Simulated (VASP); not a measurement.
# Pb (Fm-3m) in VASP: notebook

Runs on Pb. Level: PBE. Tasks: single point.

Everything below comes from runs of VASP 6.6.1. Logs are shortened: lines on timing, memory, paths and dates and some standing lists are left out, and cuts for length are marked.

### Step 1. The cell of the first run

Symmetry: Fm-3m, No. 225, cubic system. Conventional cell: a = 5.039 Å, b = 5.039 Å, c = 5.039 Å, α = 90.00°, β = 90.00°, γ = 90.00°. Within 4.7 Å of Pb (site symmetry m-3m) lie 12 Pb at 3.56 Å.

### Step 2. Single point, PBE

The input, INCAR:

```
SYSTEM = Pb
  ALGO = Normal
  EDIFF = 1E-7
  ENCUT = 520
  GGA = PE
  ISIF = 2
  ISMEAR = -1
  LASPH = .TRUE.
  LCHARG = .FALSE.
  LREAL = .FALSE.
  LWAVE = .FALSE.
  NBANDS = 21
  NELM = 100
  PREC = Accurate
  SIGMA = 0.1
```

The input, KPOINTS:

```
k-points
0
G
  12 8 12
  0 0 0
```

The input, POSCAR:

```
Pb
1.0
   -2.5197432836      2.5197432836      0.0000000000
    0.0000000000      0.0000000000      5.0394865671
    2.5197432836      2.5197432836      0.0000000000
Pb
2
Direct
    0.0000000000      0.0000000000      0.0000000000
    0.5000000000      0.5000000000      0.5000000000
```

Potentials or basis: VASP PAW PBE potentials, release 64 (Pb_d).

Command:

```sh
> cat potpaw_PBE.64/Pb_d/POTCAR > POTCAR
> mpirun -np 1 vasp_std > vasp.out
```

OUTCAR:

```text
SYSTEM = Pb
   EDIFF = 1E-7
   ENCUT = 520
   GGA = PE
   ISIF = 2
   ISMEAR = -1
   LASPH = .TRUE.
   LREAL = .FALSE.
   NELM = 100
   PREC = Accurate

 ion  position               nearest neighbor table
   1  0.000  0.000  0.000-   2 3.56   2 3.56   2 3.56   2 3.56   2 3.56   2 3.56   2 3.56   2 3.56

   2  0.500  0.500  0.500-   1 3.56   1 3.56   1 3.56   1 3.56   1 3.56   1 3.56   1 3.56   1 3.56

  LATTYP: Found a simple tetragonal cell.
 ALAT       =     3.5634551254
 C/A-ratio  =     1.4142135623

  Lattice vectors:

 A1 = (   2.5197432836,  -2.5197432836,   0.0000000000)
 A2 = (   2.5197432836,   2.5197432836,   0.0000000000)
 A3 = (   0.0000000000,   0.0000000000,   5.0394865671)

Analysis of symmetry for initial positions (statically):
=====================================================================
 Subroutine PRICEL returns following result:

  LATTYP: Found a face centered cubic cell.
 ALAT       =     5.0394865672

  Lattice vectors:

 A1 = (   2.5197432836,   0.0000000000,   2.5197432836)
 A2 = (   2.5197432836,   2.5197432836,   0.0000000000)
 A3 = (   0.0000000000,   2.5197432836,   2.5197432836)

   2 primitive cells build up your supercell.

 Routine SETGRP: Setting up the symmetry group for a
 simple tetragonal supercell.

 Subroutine GETGRP returns: Found 16 space group operations
 (whereof 16 operations were pure point group operations)
 out of a pool of 16 trial point group operations.

The static configuration has the point symmetry D_4h.

Analysis of symmetry for dynamics (positions and initial velocities):
=====================================================================
 Subroutine PRICEL returns following result:

  LATTYP: Found a face centered cubic cell.
 ALAT       =     5.0394865672

  Lattice vectors:

 A1 = (   2.5197432836,   0.0000000000,   2.5197432836)
 A2 = (   2.5197432836,   2.5197432836,   0.0000000000)
 A3 = (   0.0000000000,   2.5197432836,   2.5197432836)

   2 primitive cells build up your supercell.

 Routine SETGRP: Setting up the symmetry group for a
 simple tetragonal supercell.

 Subroutine GETGRP returns: Found 16 space group operations
 (whereof 16 operations were pure point group operations)
 out of a pool of 16 trial point group operations.

The dynamic configuration has the point symmetry D_4h.

 Subroutine INISYM returns: Found 16 space group operations
 (whereof 16 operations are pure point group operations),
 and found     2 'primitive' translations

----------------------------------------------------------------------------------------

                                     Primitive cell

  volume of cell :      31.9962

  direct lattice vectors                    reciprocal lattice vectors
     2.519743284  0.000000000  2.519743284     0.198432913 -0.198432913  0.198432913
     2.519743284  2.519743284  0.000000000     0.198432913  0.198432913 -0.198432913
     0.000000000  2.519743284  2.519743284    -0.198432913  0.198432913  0.198432913

  length of vectors
     3.563455125  3.563455125  3.563455125     0.343695887  0.343695887  0.343695887

  position of ions in fractional coordinates (direct lattice)
     0.000000000  0.000000000  0.000000000

  ion indices of the primitive-cell ions
   primitive index   ion index
                 1           1

----------------------------------------------------------------------------------------

 KPOINTS: k-points

Automatic generation of k-mesh.
 Grid dimensions read from file:
 generate k-points for:   12    8   12

 Generating k-lattice:

  Cartesian coordinates                     Fractional coordinates (reciprocal lattice)
    -0.016536076  0.016536076  0.000000000     0.083333333  0.000000000  0.000000000
     0.000000000  0.000000000  0.024804114     0.000000000  0.125000000  0.000000000
     0.016536076  0.016536076  0.000000000     0.000000000  0.000000000  0.083333333

  Length of vectors
     0.023385543  0.024804114  0.023385543

  Shift w.r.t. Gamma in fractional coordinates (k-lattice)
     0.000000000  0.000000000  0.000000000

 Subroutine IBZKPT returns following result:
 ===========================================

 Found    140 irreducible k-points:

 Following reciprocal coordinates:
            Coordinates               Weight
  0.000000  0.000000  0.000000      1.000000
  0.083333  0.000000  0.000000      4.000000
  0.166667  0.000000  0.000000      4.000000
  0.250000  0.000000  0.000000      4.000000
  0.333333  0.000000  0.000000      4.000000
  0.416667  0.000000  0.000000      4.000000
[... 16 lines left out ...]
  0.083333  0.375000  0.000000      8.000000
  0.166667  0.375000  0.000000      8.000000
 [... further k-points ...]
   k-points           NKPTS =    140   k-points in BZ     NKDIM =    140   number of bands    NBANDS=     21
   number of dos      NEDOS =    301   number of ions     NIONS =      2
   total plane-waves  NPLWV =  31360
   dimension x,y,z NGX =    28 NGY =   40 NGZ =   28
   dimension x,y,z NGXF=    56 NGYF=   80 NGZF=   56
   ions per type =               2
   NGX,Y,Z   is equivalent  to a cutoff of  13.06, 13.20, 13.06 a.u.
   NGXF,Y,Z  is equivalent  to a cutoff of  26.13, 26.39, 26.13 a.u.
 SYSTEM =  Pb
   PREC   = accura    normal or accurate (medium, high low for compatibility)
   ISTART =      0    job   : 0-new  1-cont  2-samecut
   ICHARG =      2    charge: 1-file 2-atom 10-const
   ISPIN  =      1    spin polarized calculation?
   LNONCOLLINEAR =      F non collinear calculations
   LSORBIT =      F    spin-orbit coupling
   LASPH  =      T    aspherical Exc in radial PAW
   ENCUT  =  520.0 eV  38.22 Ry    6.18 a.u.   6.63  9.37  6.63*2*pi/ulx,y,z
   NELM   =    100;   NELMIN=  2; NELMDL= -5     # of ELM steps
   EDIFF  = 0.1E-06   stopping-criterion for ELM
   LREAL  =      F    real-space projection
   EDIFFG = 0.1E-05   stopping-criterion for IOM
   NSW    =      0    number of steps for IOM
   IBRION =     -1    ionic relax: 0-MD 1-quasi-New 2-CG
   NFREE  =      0    steps in history (QN), initial steepest desc. (CG)
   ISIF   =      2    stress and relaxation
   ISYM   =      2    0-nonsym 1-usesym 2-fastsym
   POTIM  = 0.5000    time-step for ionic-motion
   TEBEG  =    0.0;   TEEND  =   0.0 temperature during run
   PSTRESS=    0.0 pullay stress
   NELECT =      28.0000    total number of electrons
   NUPDOWN=      -1.0000    fix difference up-down
   EMIN   =  10.00;   EMAX   =-10.00  energy-range for DOS
   EFERMI =   0.00;   METHOD = LEGACY
   ISMEAR =    -1;   SIGMA  =   0.10  broadening in eV -4-tet -1-fermi 0-gaus
   EFERMI_NEDOS =   21; number of points for ismear=-14 and -15
   IALGO  =     38    algorithm
   IMIX   =      4    mixing-type and parameters
     AMIX     =   0.40;   BMIX     =  1.00
     AMIX_MAG =   1.60;   BMIX_MAG =  1.00
  volume/ion in A,a.u.               =      32.00       215.92
  Fermi-wavevector in a.u.,A,eV,Ry     =   1.242848  2.348641 21.016514  1.544670
  Thomas-Fermi vector in A             =   2.377184
   LORBIT       =      0    0 simple, 1 ext, 2 COOP (PROOUT), +10 PAW based schemes
   GGA     = PE    functional components
   LHFCALC =     F    Hartree Fock is set to
   AEXX    =    0.0000 exact exchange contribution
   IVDW    =     0    specifies the selected vdW correction
   LEPSILON=     F    determine dielectric tensor
   LRPA    =     F    only Hartree local field effects (RPA)
 non-spin polarized calculation
  energy-cutoff  :      520.00
  volume of cell :       63.99
 maximum number of plane-waves:      1752
 NGX is ok and might be reduce to    28
   NGX = 13   NGY = 19   NGZ = 13

 number of electron      28.0000006 magnetization

 Free energy of the ion-electron system (eV)
  ---------------------------------------------------
  ext. energy  EPLUGINS =         0.00000000
  ---------------------------------------------------
  free energy    TOTEN  =        -7.14552917 eV

  energy without entropy =       -7.11047961  energy(sigma->0) =       -7.12800439

 E-fermi :   6.7200     XC(G=0):  -9.9294

 val. band max:        6.7019831093   @ k =   0.4167   0.1250   0.2500
 cond. band min:       6.7235400874   @ k =   0.1667   0.0000   0.0833
 fundamental gap:      0.0215569781
 Fermi energy:         6.7199787772

 k-point     1 :       0.0000    0.0000    0.0000
  band No.  band energies     occupation
      1     -10.4787      2.00000
      2     -10.4004      2.00000
      3     -10.3422      2.00000
      4     -10.3421      2.00000
      5     -10.3421      2.00000
      6     -10.2241      2.00000
[... 13 lines left out ...]
     20      13.6950      0.00000
     21      16.4195      0.00000

 k-point     2 :       0.0833    0.0000    0.0000
  band No.  band energies     occupation
      1     -10.4669      2.00000
      2     -10.3924      2.00000
      3     -10.3432      2.00000
      4     -10.3373      2.00000
      5     -10.3343      2.00000
      6     -10.2267      2.00000
[... 13 lines left out ...]
     20      13.7997      0.00000
     21      16.1893      0.00000

 k-point     3 :       0.1667    0.0000    0.0000
  band No.  band energies     occupation
      1     -10.4396      2.00000
      2     -10.3646      2.00000
      3     -10.3451      2.00000
      4     -10.3232      2.00000
      5     -10.3172      2.00000
      6     -10.2335      2.00000
[... 13 lines left out ...]
     20      15.5314      0.00000
     21      16.1985      0.00000
[... 457 lines left out ...]
 k-point    23 :       0.0833    0.3750    0.0000
  band No.  band energies     occupation
      1     -10.4270      2.00000
      2     -10.3773      2.00000
      3     -10.3343      2.00000
      4     -10.2821      2.00000
      5     -10.2712      2.00000
      6     -10.2522      2.00000
[... 13 lines left out ...]
     20      14.4198      0.00000
     21      15.1493      0.00000

 k-point    24 :       0.1667    0.3750    0.0000
  band No.  band energies     occupation
      1     -10.4039      2.00000
      2     -10.3619      2.00000
      3     -10.3200      2.00000
      4     -10.2979      2.00000
      5     -10.2873      2.00000
      6     -10.2289      2.00000
[... 13 lines left out ...]
     20      15.5123      0.00000
     21      16.1808      0.00000

 [... further k-points ...]

------------------------ aborting loop because EDIFF is reached ----------------------------------------

  FORCE on cell =-STRESS in cart. coord.  units (eV):
  Direction    XX          YY          ZZ          XY          YZ          ZX
  --------------------------------------------------------------------------------------
  -------------------------------------------------------------------------------------
  Total       -0.0370984     -0.0370984      0.0417176      0.0000000      0.0000000     -0.0000000
  in kB       -0.9288317     -0.9288317      1.0444812      0.0000000      0.0000000     -0.0000000
  external PRESSURE =      -0.2710607 kB  Pullay stress =       0.0000000 kB

 VOLUME and BASIS-vectors are now :
 -----------------------------------------------------------------------------
  energy-cutoff  :      520.00
  volume of cell :       63.99
      direct lattice vectors                 reciprocal lattice vectors
    -2.519743284  2.519743284  0.000000000    -0.198432913  0.198432913  0.000000000
     0.000000000  0.000000000  5.039486567     0.000000000  0.000000000  0.198432913
     2.519743284  2.519743284  0.000000000     0.198432913  0.198432913  0.000000000

 POSITION                                       TOTAL-FORCE (eV/Angst)
 -----------------------------------------------------------------------------------
      0.00000      0.00000      0.00000        -0.000000      0.000000     -0.000000
      0.00000      2.51974      2.51974         0.000000     -0.000000      0.000000
 -----------------------------------------------------------------------------------
    total drift:                                0.000000      0.000000      0.000000

  FREE ENERGIE OF THE ION-ELECTRON SYSTEM (eV)
  ---------------------------------------------------
  free  energy   TOTEN  =        -7.1455291695 eV

  energy  without entropy=       -7.1104796085  energy(sigma->0) =       -7.12800439
```

It took 48 s on 1 thread of Intel Xeon 6975P-C (Granite Rapids), shared host; peak memory 0.28 GiB.

What came out:

```
Free energy            : -7.1455 eV
Pressure               : 0.0 GPa
Band gap on the k mesh : zero (bands 14 and 15 overlap by 4.30 eV)
```

Caveat: spin-orbit coupling is left out, which moves the levels of the heavy elements.

### Step 3. Single point, PBE

The input, INCAR:

```
PREC = Accurate ; ENCUT = 520
EDIFF = 1E-7 ; ISMEAR = -1
SIGMA = 0.1 ; LREAL = False
LASPH = True ; NELM = 60
ALGO = Normal ; ISIF = 2
LWAVE = False ; LCHARG = True
GGA = PE ; LELF = True
LVHAR = True ; NBANDS = 21
```

The input, KPOINTS:

```
regular mesh
0
Gamma
  12 8 12
```

POSCAR is that of step 2.

Potentials or basis: VASP PAW PBE potentials, release 64 (Pb_d).

Command:

```sh
> cat potpaw_PBE.64/Pb_d/POTCAR > POTCAR
> mpirun -np 1 vasp_std > vasp.out
```

Wall time 50 s (1 thread of Intel Xeon 6975P-C (Granite Rapids), shared host); peak memory 0.28 GiB.

It converged, with:

```yaml
Free_energy: -7.1455 eV
Pressure: 0.0 GPa
Band_gap_on_the_k_mesh: zero (bands 14 and 15 overlap by 4.30 eV)
```

Levels at points of the mesh, in eV from the Fermi level:
```
           k point  band 10  band 11  band 12  band 13  band 14  band 15  band 16  band 17  band 18  band 19
(0.00, 0.00, 0.00)   -16.80   -11.43    -6.82    -3.09     1.97     1.97     5.20     6.46     6.98     6.98
(0.50, 0.00, 0.00)   -16.88    -8.60    -8.60    -1.11    -1.11     0.43     0.43     5.09     5.09     8.01
(0.00, 0.50, 0.00)   -16.89    -9.93    -9.93     1.97     1.97     3.77     3.77     3.77     3.77     7.43
(0.50, 0.50, 0.00)   -16.83    -8.11    -8.11    -3.97    -3.97     5.26     5.26     5.26     5.26     8.97
(0.50, 0.00, 0.50)   -16.80    -6.82    -6.82    -3.09    -3.09     1.97     1.97     1.97     1.97     5.20
(0.50, 0.50, 0.50)   -16.80    -6.73    -6.73    -1.29    -1.29    -1.29    -1.29     0.28     0.28    10.42
```

Caveat: spin-orbit coupling is left out, which moves the levels of the heavy elements.
